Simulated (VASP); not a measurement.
# HF in VASP: a series of runs

The runs below take HF through single point, with PBE+D3(BJ).

All numbers are computed with VASP 6.6.1; they aren't measurements. Logs are shortened: lines on timing, memory, paths and dates and some standing lists are left out, and cuts for length are marked.

## 1. The cell of the first run

The cell holds a disordered packing, 20 atoms: a = 6.479 Å, b = 6.479 Å, c = 6.479 Å, α = 90.00°, β = 90.00°, γ = 90.00°.

## 2. Single point, PBE+D3(BJ)

Input file INCAR:

```
SYSTEM = HF
ALGO     = Normal         ! electronic algorithm
EDIFF    = 1E-6           ! SCF threshold, eV
ENCUT    = 1010           ! plane-wave cutoff, eV
GGA      = PE             ! functional
GGA_COMPAT= .FALSE.      
ISIF     = 2              ! what is computed and relaxed
ISMEAR   = -1             ! smearing method
IVDW     = 12             ! dispersion correction
LASPH    = .TRUE.         ! aspherical terms in the spheres
LCHARG   = .FALSE.        ! write CHGCAR
LREAL    = Auto         
LWAVE    = .FALSE.        ! write WAVECAR
NBANDS   = 56             ! bands
NELM     = 120            ! most SCF steps
PREC     = Accurate       ! precision mode
SIGMA    = 0.02           ! smearing width, eV
```

Input file KPOINTS:

```
k-points
0
G
  1 1 1
  0 0 0
```

Input file POSCAR:

```
HF
1.0
    6.4792240000      0.0000000000      0.0000000000
    0.0000000000      6.4792240000      0.0000000000
    0.0000000000      0.0000000000      6.4792240000
F H
10 10
Direct
    0.3517242188      0.6451235518      0.8240647337
    0.6460187208      0.4338791189      0.6552636550
    0.8440362611      0.6942806731     -0.0269168036
    0.3948621008      0.0753176615      0.4275975024
    0.4026408101      0.2945414451      1.0990668018
    0.5103234585      0.8010527187      1.1142075039
    0.1111707204      0.2277433223      0.9045527674
    0.6573781058      0.8165329675      0.5237818603
    0.8203142846      0.0841150113      0.1633683293
    0.9923410581      1.0310030954      0.5906725867
    0.4421362805      0.6164164104      0.7043899084
    0.7310289010      0.4539123821      0.7730709727
    0.7095757146      0.7491329209      0.0396961118
    0.4120400838      0.1613156143      0.3076603001
    0.2926585035      0.2561417849      1.0016014263
    0.4397131508      0.7633784540      0.9857970646
    0.0825870505      0.1528886793      0.7708947862
    0.5410524470      0.8988576410      0.4795790360
    0.9379055270      0.1687239089      0.1524565287
    0.8634830344      0.9597136941      0.5955342800
```

Potentials or basis: VASP PAW PBE potentials, release 64 (F_h, H_h).

The run is started by

```console
> cat potpaw_PBE.64/F_h/POTCAR potpaw_PBE.64/H_h/POTCAR > POTCAR
> mpirun -np 1 vasp_gam > vasp.out
```

OUTCAR:

```text
SYSTEM = HF
   EDIFF = 1E-6
   ENCUT = 1010
   GGA = PE
   ISIF = 2
   ISMEAR = -1
   IVDW = 12
   LASPH = .TRUE.
   LREAL = Auto
   NELM = 120
   PREC = Accurate
 IVDW          = 12

 ion  position               nearest neighbor table
   1  0.352  0.645  0.824-  11 0.99
   2  0.646  0.434  0.655-  12 0.95
   3  0.844  0.694  0.973-  13 1.04
   4  0.395  0.075  0.428-  14 0.96
   5  0.403  0.295  0.099-  15 0.98
   6  0.510  0.801  0.114-  16 0.98
[... 12 lines left out ...]
  19  0.938  0.169  0.152-   9 0.94
  20  0.863  0.960  0.596-  10 0.95

  LATTYP: Found a simple cubic cell.
 ALAT       =     6.4792240000

  Lattice vectors:

 A1 = (   6.4792240000,   0.0000000000,   0.0000000000)
 A2 = (   0.0000000000,   6.4792240000,   0.0000000000)
 A3 = (   0.0000000000,   0.0000000000,   6.4792240000)

Analysis of symmetry for initial positions (statically):
=====================================================================
 Subroutine PRICEL returns:
 Original cell was already a primitive cell.

 Routine SETGRP: Setting up the symmetry group for a
 simple cubic supercell.

 Subroutine GETGRP returns: Found  1 space group operations
 (whereof  1 operations were pure point group operations)
 out of a pool of 48 trial point group operations.

The static configuration has the point symmetry C_1 .

Analysis of symmetry for dynamics (positions and initial velocities):
=====================================================================
 Subroutine PRICEL returns:
 Original cell was already a primitive cell.

 Routine SETGRP: Setting up the symmetry group for a
 simple cubic supercell.

 Subroutine GETGRP returns: Found  1 space group operations
 (whereof  1 operations were pure point group operations)
 out of a pool of 48 trial point group operations.

The dynamic configuration has the point symmetry C_1 .

 Subroutine INISYM returns: Found  1 space group operations
 (whereof  1 operations are pure point group operations),
 and found     1 'primitive' translations

----------------------------------------------------------------------------------------

                                     Primitive cell

  volume of cell :     272.0001

  direct lattice vectors                    reciprocal lattice vectors
     6.479224000  0.000000000  0.000000000     0.154339470  0.000000000  0.000000000
     0.000000000  6.479224000  0.000000000     0.000000000  0.154339470  0.000000000
     0.000000000  0.000000000  6.479224000     0.000000000  0.000000000  0.154339470

  length of vectors
     6.479224000  6.479224000  6.479224000     0.154339470  0.154339470  0.154339470

  position of ions in fractional coordinates (direct lattice)
     0.351724219  0.645123552  0.824064734
     0.646018721  0.433879119  0.655263655
     0.844036261  0.694280673  0.973083196
     0.394862101  0.075317662  0.427597502
     0.402640810  0.294541445  0.099066802
     0.510323458  0.801052719  0.114207504
[... 12 lines left out ...]
     0.937905527  0.168723909  0.152456529
     0.863483034  0.959713694  0.595534280

  ion indices of the primitive-cell ions
   primitive index   ion index
                 1           1
                 2           2
                 3           3
                 4           4
                 5           5
                 6           6
[... 12 lines left out ...]
                19          19
                20          20

----------------------------------------------------------------------------------------

 KPOINTS: k-points

Automatic generation of k-mesh.
 Grid dimensions read from file:
 generate k-points for:    1    1    1

 Generating k-lattice:

  Cartesian coordinates                     Fractional coordinates (reciprocal lattice)
     0.154339470  0.000000000  0.000000000     1.000000000  0.000000000  0.000000000
     0.000000000  0.154339470  0.000000000     0.000000000  1.000000000  0.000000000
     0.000000000  0.000000000  0.154339470     0.000000000  0.000000000  1.000000000

  Length of vectors
     0.154339470  0.154339470  0.154339470

  Shift w.r.t. Gamma in fractional coordinates (k-lattice)
     0.000000000  0.000000000  0.000000000

 Subroutine IBZKPT returns following result:
 ===========================================

 Found      1 irreducible k-points:

 Following reciprocal coordinates:
            Coordinates               Weight
  0.000000  0.000000  0.000000      1.000000
   k-points           NKPTS =      1   k-points in BZ     NKDIM =      1   number of bands    NBANDS=     56
   number of dos      NEDOS =    301   number of ions     NIONS =     20
   total plane-waves  NPLWV = 343000
   dimension x,y,z NGX =    70 NGY =   70 NGZ =   70
   dimension x,y,z NGXF=   140 NGYF=  140 NGZF=  140
   ions per type =              10  10
   NGX,Y,Z   is equivalent  to a cutoff of  17.96, 17.96, 17.96 a.u.
   NGXF,Y,Z  is equivalent  to a cutoff of  35.92, 35.92, 35.92 a.u.
 SYSTEM =  HF
   PREC   = accura    normal or accurate (medium, high low for compatibility)
   ISTART =      0    job   : 0-new  1-cont  2-samecut
   ICHARG =      2    charge: 1-file 2-atom 10-const
   ISPIN  =      1    spin polarized calculation?
   LNONCOLLINEAR =      F non collinear calculations
   LSORBIT =      F    spin-orbit coupling
   LASPH  =      T    aspherical Exc in radial PAW
   ENCUT  = 1010.0 eV  74.23 Ry    8.62 a.u.  16.79 16.79 16.79*2*pi/ulx,y,z
   NELM   =    120;   NELMIN=  2; NELMDL= -5     # of ELM steps
   EDIFF  = 0.1E-05   stopping-criterion for ELM
   LREAL  =      T    real-space projection
   EDIFFG = 0.1E-04   stopping-criterion for IOM
   NSW    =      0    number of steps for IOM
   IBRION =     -1    ionic relax: 0-MD 1-quasi-New 2-CG
   NFREE  =      0    steps in history (QN), initial steepest desc. (CG)
   ISIF   =      2    stress and relaxation
   ISYM   =      2    0-nonsym 1-usesym 2-fastsym
   POTIM  = 0.5000    time-step for ionic-motion
   TEBEG  =    0.0;   TEEND  =   0.0 temperature during run
   PSTRESS=    0.0 pullay stress
   NELECT =      80.0000    total number of electrons
   NUPDOWN=      -1.0000    fix difference up-down
   EMIN   =  10.00;   EMAX   =-10.00  energy-range for DOS
   EFERMI =   0.00;   METHOD = LEGACY
   ISMEAR =    -1;   SIGMA  =   0.02  broadening in eV -4-tet -1-fermi 0-gaus
   EFERMI_NEDOS =   21; number of points for ismear=-14 and -15
   IALGO  =     38    algorithm
   IMIX   =      4    mixing-type and parameters
     AMIX     =   0.40;   BMIX     =  1.00
     AMIX_MAG =   1.60;   BMIX_MAG =  1.00
  volume/ion in A,a.u.               =      13.60        91.78
  Fermi-wavevector in a.u.,A,eV,Ry     =   1.088717  2.057378 16.127062  1.185306
  Thomas-Fermi vector in A             =   2.224905
   LORBIT       =      0    0 simple, 1 ext, 2 COOP (PROOUT), +10 PAW based schemes
   GGA     = PE    functional components
   LHFCALC =     F    Hartree Fock is set to
   AEXX    =    0.0000 exact exchange contribution
   IVDW    =    12    specifies the selected vdW correction
   LEPSILON=     F    determine dielectric tensor
   LRPA    =     F    only Hartree local field effects (RPA)
 non-spin polarized calculation
  energy-cutoff  :     1010.00
  volume of cell :      272.00
 maximum number of plane-waves:      9919
 NGX is ok and might be reduce to    70
   NGX = 33   NGY = 33   NGZ = 33

 number of electron      80.0000000 magnetization

 Free energy of the ion-electron system (eV)
  ---------------------------------------------------
  ext. energy  EPLUGINS =         0.00000000
  ---------------------------------------------------
  free energy    TOTEN  =       -82.18542579 eV

  energy without entropy =      -82.18542579  energy(sigma->0) =      -82.18542579

 E-fermi :  -4.9025     XC(G=0):  -6.3009

 val. band max:       -5.3995401346   @ k =   0.0000   0.0000   0.0000
 cond. band min:       0.8480161274   @ k =   0.0000   0.0000   0.0000
 fundamental gap:      6.2475562620
 Fermi energy:        -4.9024707597

 k-point     1 :       0.0000    0.0000    0.0000
  band No.  band energies     occupation
      1     -28.2032      2.00000
      2     -28.0014      2.00000
      3     -27.5741      2.00000
      4     -27.3625      2.00000
      5     -27.2210      2.00000
      6     -27.0578      2.00000
[... 44 lines left out ...]
     51       7.3285      0.00000
     52       7.5037      0.00000
 [bands above 52 left out]

------------------------ aborting loop because EDIFF is reached ----------------------------------------

 Edisp (eV)   -0.47421

 E8    (eV) :    -0.0956

  FORCE on cell =-STRESS in cart. coord.  units (eV):
  Direction    XX          YY          ZZ          XY          YZ          ZX
  --------------------------------------------------------------------------------------
  -------------------------------------------------------------------------------------
  Total       0.40753     0.13335    -1.52340     0.28589    -0.79840     1.39507
  in kB       2.40049     0.78548    -8.97337     1.68398    -4.70287     8.21745
  external pressure =       -1.93 kB  Pullay stress =        0.00 kB

 VOLUME and BASIS-vectors are now :
 -----------------------------------------------------------------------------
  energy-cutoff  :     1010.00
  volume of cell :      272.00
      direct lattice vectors                 reciprocal lattice vectors
     6.479224000  0.000000000  0.000000000     0.154339470  0.000000000  0.000000000
     0.000000000  6.479224000  0.000000000     0.000000000  0.154339470  0.000000000
     0.000000000  0.000000000  6.479224000     0.000000000  0.000000000  0.154339470

 POSITION                                       TOTAL-FORCE (eV/Angst)
 -----------------------------------------------------------------------------------
      2.27890      4.17990      5.33930         0.238185     -0.091378     -1.670935
      4.18570      2.81120      4.24560         0.149995     -0.213271      0.321984
      5.46870      4.49840      6.30482        -1.512022      0.192993      0.362559
      2.55840      0.48800      2.77050        -0.214538      0.039794      0.361997
      2.60880      1.90840      0.64188         0.376369     -0.130777      0.436010
      3.30650      5.19020      0.73998        -0.033194      0.281678     -0.073622
[... 12 lines left out ...]
      6.07690      1.09320      0.98780        -0.348579     -0.261684     -0.074066
      5.59470      6.21820      3.85860        -0.422461     -0.314850     -0.152747
 -----------------------------------------------------------------------------------
    total drift:                               -0.002754      0.002235      0.000385

  FREE ENERGIE OF THE ION-ELECTRON SYSTEM (eV)
  ---------------------------------------------------
  free  energy   TOTEN  =       -82.6596343250 eV

  energy  without entropy=      -82.6596343250  energy(sigma->0) =      -82.65963432
```

It took 1.9 min on 1 thread of Intel Xeon Platinum 8488C (Sapphire Rapids), shared host; peak memory 0.64 GiB.

Results:

```yaml
Free_energy: -82.6596 eV
Pressure: -0.2 GPa
Largest_force: 2.007 eV/Å
Dispersion_energy_per_atom: -0.024 eV
```

Forces on the atoms (eV/Å):
```
F    0.238 -0.091 -1.671
F    0.150 -0.213  0.322
F   -1.512  0.193  0.363
F   -0.215  0.040  0.362
F    0.376 -0.131  0.436
F   -0.033  0.282 -0.074
F   -0.825 -0.509 -1.520
F    0.046  0.016  0.374
F    0.186  0.361  0.179
F    0.514  0.385  0.289
H   -0.371 -0.033  1.207
H   -0.089  0.289 -0.118
H    1.840 -0.619 -0.510
H    0.101  0.096 -0.508
H    0.480  0.221  0.345
H   -0.144 -0.275  0.319
H   -0.183  0.092  0.741
H    0.212  0.474 -0.309
H   -0.349 -0.262 -0.074
H   -0.422 -0.315 -0.153
```

Stress tensor (GPa, compression positive):
```
 0.24  0.17  0.82
 0.17  0.08 -0.47
 0.82 -0.47 -0.90
```

Caveat: the k points lie up to 0.97 Å⁻¹ apart, too coarse for converged energies, forces and pressures; the atoms stand as in a frame of molecular dynamics.

## 3. Single point, PBE+D3(BJ)

Input file INCAR:

```
  PREC = Accurate
  ENCUT = 1010
  EDIFF = 1E-6
  ISMEAR = -1
  SIGMA = 0.02
  LREAL = Auto
  LASPH = T
  NELM = 120
  ALGO = Normal
  ISIF = 2
  LWAVE = F
  LCHARG = F
  GGA = PE
  IVDW = 12
  NBANDS = 56
  GGA_COMPAT = F
```

Input file KPOINTS:

```
regular mesh
0
Gamma
  1 1 1
```

Input file POSCAR:

```
HF
1.0
    6.4792240000      0.0000000000      0.0000000000
    0.0000000000      6.4792240000      0.0000000000
    0.0000000000      0.0000000000      6.4792240000
F H
10 10
Direct
    0.2583334054      0.5949786579      0.8181072301
    0.6010750670      0.4757977190      0.7297015815
    0.8303617841      0.7171229147     -0.0961534900
    0.4784060560      0.1834941962      0.4035359790
    0.4121635554      0.2272957379      1.0281941171
    0.4947197380      0.8259013734      1.0242893285
    0.0604239026      0.1868587967      0.8568927390
    0.6935398437      0.9073926137      0.5408981076
    0.9403440906      0.0231972224      0.1698814549
    1.1005175928      0.9552224155      0.6020782736
    0.3947540631      0.5568876767      0.7465708856
    0.7019976466      0.5582921659      0.7943389517
    0.7210277033      0.7789976084     -0.0158506636
    0.4370122101      0.1910259624      0.2552157481
    0.2789068567      0.1862877406      0.9740672648
    0.3882100696      0.7327883710      0.9498668359
    0.1022962009      0.1131616996      0.7214752878
    0.5906108509      1.0092412301      0.4921114010
    0.9663039895      0.0721228345      0.0277811047
    0.9507002690      0.9426128808      0.5876012313
```

Potentials or basis: VASP PAW PBE potentials, release 64 (F_h, H_h).

The run is started by

```console
> cat potpaw_PBE.64/F_h/POTCAR potpaw_PBE.64/H_h/POTCAR > POTCAR
> mpirun -np 1 vasp_gam > vasp.out
```

It took 2.8 min on 1 thread of AMD EPYC 7R43 (Zen 3), shared host; peak memory 0.58 GiB.

The run converged. Its results:

```yaml
Free_energy: -82.7039 eV
Pressure: 0.2 GPa
Largest_force: 1.827 eV/Å
Dispersion_energy_per_atom: -0.024 eV
```

Forces in eV/Å, atoms in the order of the input:
```
F    1.477  0.250 -0.503
F   -1.024 -1.075 -1.066
F    0.502 -0.334 -0.079
F   -0.532  0.143 -0.624
F   -0.342 -0.092  0.236
F   -1.367 -0.946 -0.492
F    0.619  0.764 -0.313
F   -0.029  0.171  0.156
F    0.020  0.285 -0.884
F   -0.506 -0.246 -0.766
H   -1.046 -0.167  0.690
H    1.147  1.035  0.622
H   -0.313  0.101  0.015
H    0.424 -0.107  0.599
H    0.199  0.431  0.117
H    0.783  0.839  0.760
H   -0.427 -0.173  0.683
H    0.721 -0.153 -0.176
H   -0.258 -0.407  1.467
H   -0.050 -0.320 -0.443
```

Stress tensor (GPa, compression positive):
```
-1.29 -0.07 -0.46
-0.07  1.53  0.80
-0.46  0.80  0.28
```

Levels at points of the mesh, in eV from the Fermi level:
| k point | band 36 | band 37 | band 38 | band 39 | band 40 | band 41 | band 42 | band 43 | band 44 | band 45 |
| --- | --- | --- | --- | --- | --- | --- | --- | --- | --- | --- |
| (0.00, 0.00, 0.00) | -1.41 | -1.38 | -1.20 | -0.57 | -0.49 | 6.13 | 9.38 | 9.69 | 9.88 | 10.03 |

Caveat: the k points lie up to 0.97 Å⁻¹ apart, too coarse for converged energies, forces and pressures.
